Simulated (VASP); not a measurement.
# MgC2 (Fm-3m) in VASP: further runs

MgC2 is run at these levels: PBE; tasks: single point, relaxation of cell and atoms.

Everything below comes from runs of VASP 6.6.1. Logs are shortened: lines on timing, memory, paths and dates and some standing lists are left out, and cuts for length are marked.

## (1) The cell of the first run

The structure is cubic, space group Fm-3m (No. 225). Conventional cell: a = 5.102 Å, b = 5.102 Å, c = 5.102 Å, α = 90.00°, β = 90.00°, γ = 90.00°. Within 2.9 Å of Mg (site symmetry m-3m) lie 8 C at 2.21 Å. Within 2.9 Å of C (site symmetry -43m) lie 4 Mg at 2.21 Å and 6 C at 2.55 Å.

## (2) Single point, PBE

Input file INCAR:

```
PREC = Accurate
ENCUT = 600
EDIFF = 1E-6
ISMEAR = -1
SIGMA = 0.01
LREAL = F
LASPH = T
NELM = 120
ALGO = Normal
ISIF = 2
LWAVE = F
LCHARG = F
GGA = PE
NBANDS = 12
GGA_COMPAT = F
```

Input file KPOINTS:

```
Automatic mesh
0
Gamma
  7 7 7
```

Input file POSCAR:

```
MgC2
1.0
    0.0000000000      2.5509463939      2.5509463939
    2.5509463939      0.0000000000      2.5509463939
    2.5509463939      2.5509463939      0.0000000000
Mg C
1 2
Direct
    0.0000000000      0.0000000000      0.0000000000
    0.2500000000      0.2500000000      0.2500000000
    0.7500000000      0.7500000000      0.7500000000
```

Potentials or basis: VASP PAW PBE potentials, release 64 (Mg, C).

The run is started by

```sh
$ cat potpaw_PBE.64/Mg/POTCAR potpaw_PBE.64/C/POTCAR > POTCAR
$ mpirun -np 1 vasp_std > vasp.out
```

OUTCAR:

```text
PREC = Accurate
   ENCUT = 600
   EDIFF = 1E-6
   ISMEAR = -1
   LREAL = F
   LASPH = T
   NELM = 120
   ISIF = 2
   GGA = PE

 ion  position               nearest neighbor table
   1  0.000  0.000  0.000-   3 2.21   3 2.21   3 2.21   2 2.21   2 2.21   2 2.21   3 2.21   2 2.21

   2  0.250  0.250  0.250-   1 2.21   1 2.21   1 2.21   1 2.21
   3  0.750  0.750  0.750-   1 2.21   1 2.21   1 2.21   1 2.21

  LATTYP: Found a face centered cubic cell.
 ALAT       =     5.1018927878

  Lattice vectors:

 A1 = (   0.0000000000,   2.5509463939,   2.5509463939)
 A2 = (   2.5509463939,   0.0000000000,   2.5509463939)
 A3 = (   2.5509463939,   2.5509463939,   0.0000000000)

Analysis of symmetry for initial positions (statically):
=====================================================================
 Subroutine PRICEL returns:
 Original cell was already a primitive cell.

 Routine SETGRP: Setting up the symmetry group for a
 face centered cubic supercell.

 Subroutine GETGRP returns: Found 48 space group operations
 (whereof 48 operations were pure point group operations)
 out of a pool of 48 trial point group operations.

The static configuration has the point symmetry O_h .

Analysis of symmetry for dynamics (positions and initial velocities):
=====================================================================
 Subroutine PRICEL returns:
 Original cell was already a primitive cell.

 Routine SETGRP: Setting up the symmetry group for a
 face centered cubic supercell.

 Subroutine GETGRP returns: Found 48 space group operations
 (whereof 48 operations were pure point group operations)
 out of a pool of 48 trial point group operations.

The dynamic configuration has the point symmetry O_h .

 Subroutine INISYM returns: Found 48 space group operations
 (whereof 48 operations are pure point group operations),
 and found     1 'primitive' translations

----------------------------------------------------------------------------------------

                                     Primitive cell

  volume of cell :      33.1997

  direct lattice vectors                    reciprocal lattice vectors
     0.000000000  2.550946394  2.550946394    -0.196005687  0.196005687  0.196005687
     2.550946394  0.000000000  2.550946394     0.196005687 -0.196005687  0.196005687
     2.550946394  2.550946394  0.000000000     0.196005687  0.196005687 -0.196005687

  length of vectors
     3.607582987  3.607582987  3.607582987     0.339491808  0.339491808  0.339491808

  position of ions in fractional coordinates (direct lattice)
     0.000000000  0.000000000  0.000000000
[... 88 lines left out ...]
   EMIN   =  10.00;   EMAX   =-10.00  energy-range for DOS
   EFERMI =   0.00;   METHOD = LEGACY
   ISMEAR =    -1;   SIGMA  =   0.01  broadening in eV -4-tet -1-fermi 0-gaus
   EFERMI_NEDOS =   21; number of points for ismear=-14 and -15
   IALGO  =     38    algorithm
   IMIX   =      4    mixing-type and parameters
     AMIX     =   0.40;   BMIX     =  1.00
     AMIX_MAG =   1.60;   BMIX_MAG =  1.00
  volume/ion in A,a.u.               =      11.07        74.68
  Fermi-wavevector in a.u.,A,eV,Ry     =   1.097396  2.073778 16.385206  1.204279
  Thomas-Fermi vector in A             =   2.233756
   LORBIT       =      0    0 simple, 1 ext, 2 COOP (PROOUT), +10 PAW based schemes
   GGA     = PE    functional components
   LHFCALC =     F    Hartree Fock is set to
   AEXX    =    0.0000 exact exchange contribution
   IVDW    =     0    specifies the selected vdW correction
   LEPSILON=     F    determine dielectric tensor
   LRPA    =     F    only Hartree local field effects (RPA)
 non-spin polarized calculation
  energy-cutoff  :      600.00
  volume of cell :       33.20
 maximum number of plane-waves:      1117
 NGX is ok and might be reduce to    30
   NGX = 15   NGY = 15   NGZ = 15

 number of electron      10.0000000 magnetization

 Free energy of the ion-electron system (eV)
  ---------------------------------------------------
  ext. energy  EPLUGINS =         0.00000000
  ---------------------------------------------------
  free energy    TOTEN  =       -12.78425394 eV

  energy without entropy =      -12.78220349  energy(sigma->0) =      -12.78322872

 E-fermi :   3.3613     XC(G=0): -10.5477

 val. band max:        3.3535479722   @ k =  -0.2857   0.1429   0.0000
 cond. band min:       3.3658182671   @ k =  -0.2857   0.1429   0.0000
 fundamental gap:      0.0122702949
 Fermi energy:         3.3612538676

 k-point     1 :       0.0000    0.0000    0.0000
  band No.  band energies     occupation
      1      -9.5219      2.00000
      2      -1.5822      2.00000
      3       1.9678      2.00000
      4       1.9678      2.00000
      5       1.9678      2.00000
      6       5.9942      0.00000
      7       5.9942      0.00000
      8       5.9942      0.00000
      9      13.1611      0.00000
     10      13.1611      0.00000
     11      13.1611      0.00000
     12      14.7805      0.00000
[... 271 lines left out ...]
 k-point    20 :      -0.2857    0.4286    0.1429
  band No.  band energies     occupation
      1      -5.8615      2.00000
      2      -5.6931      2.00000
      3      -1.0829      2.00000
      4      -0.2606      2.00000
      5       2.7945      2.00000
      6       4.3043      0.00000
      7       6.8372      0.00000
      8       7.4144      0.00000
      9      12.8874      0.00000
     10      14.7030      0.00000
     11      19.6421      0.00000
     12      19.6618      0.00000

------------------------ aborting loop because EDIFF is reached ----------------------------------------

  FORCE on cell =-STRESS in cart. coord.  units (eV):
  Direction    XX          YY          ZZ          XY          YZ          ZX
  --------------------------------------------------------------------------------------
  -------------------------------------------------------------------------------------
  Total       -0.0421479     -0.0421479     -0.0421479      0.0000000      0.0000000     -0.0000000
  in kB       -2.0340074     -2.0340074     -2.0340074      0.0000000      0.0000000     -0.0000000
  external PRESSURE =      -2.0340074 kB  Pullay stress =       0.0000000 kB

 VOLUME and BASIS-vectors are now :
 -----------------------------------------------------------------------------
  energy-cutoff  :      600.00
  volume of cell :       33.20
      direct lattice vectors                 reciprocal lattice vectors
     0.000000000  2.550946394  2.550946394    -0.196005687  0.196005687  0.196005687
     2.550946394  0.000000000  2.550946394     0.196005687 -0.196005687  0.196005687
     2.550946394  2.550946394  0.000000000     0.196005687  0.196005687 -0.196005687

 POSITION                                       TOTAL-FORCE (eV/Angst)
 -----------------------------------------------------------------------------------
      0.00000      0.00000      0.00000        -0.000000     -0.000000     -0.000000
      1.27547      1.27547      1.27547         0.000000      0.000000      0.000000
      3.82642      3.82642      3.82642        -0.000000     -0.000000     -0.000000
 -----------------------------------------------------------------------------------
    total drift:                               -0.000000      0.000000      0.000000

  FREE ENERGIE OF THE ION-ELECTRON SYSTEM (eV)
  ---------------------------------------------------
  free  energy   TOTEN  =       -12.7842539441 eV

  energy  without entropy=      -12.7822034947  energy(sigma->0) =      -12.78322872
```

stdout:

```text
POSCAR found type information on POSCAR MgC
 POSCAR found :  2 types and       3 ions
 scaLAPACK will be used
 LDA part: xc-table for (Slater+PW92), standard interpolation
 POSCAR, INCAR and KPOINTS ok, starting setup
 FFT: planning ... GRIDC
 FFT: planning ... GRID_SOFT
 FFT: planning ... GRID
 WAVECAR not read
 entering main loop
```

Wall time 20 s (1 thread of Intel Xeon 8259CL, shared host); peak memory 0.17 GiB.

Results:

| Property | Result |
| --- | --- |
| Free energy | -12.7843 eV |
| Pressure | -0.2 GPa |
| Band gap on the k mesh | 0.01 eV |

Levels at points of the mesh, in eV from the valence-band top:
```tsv
k point	band 3	band 4	band 5	band 6	band 7	band 8
(0.00, 0.00, 0.00)	-1.39	-1.39	-1.39	2.64	2.64	2.64
```

Caveat: semilocal functionals underestimate gaps, and a narrow one can read as zero; an odd mesh through Γ misses points on the zone boundary, where band edges can lie.

(Part 1 of 2 ends here.)
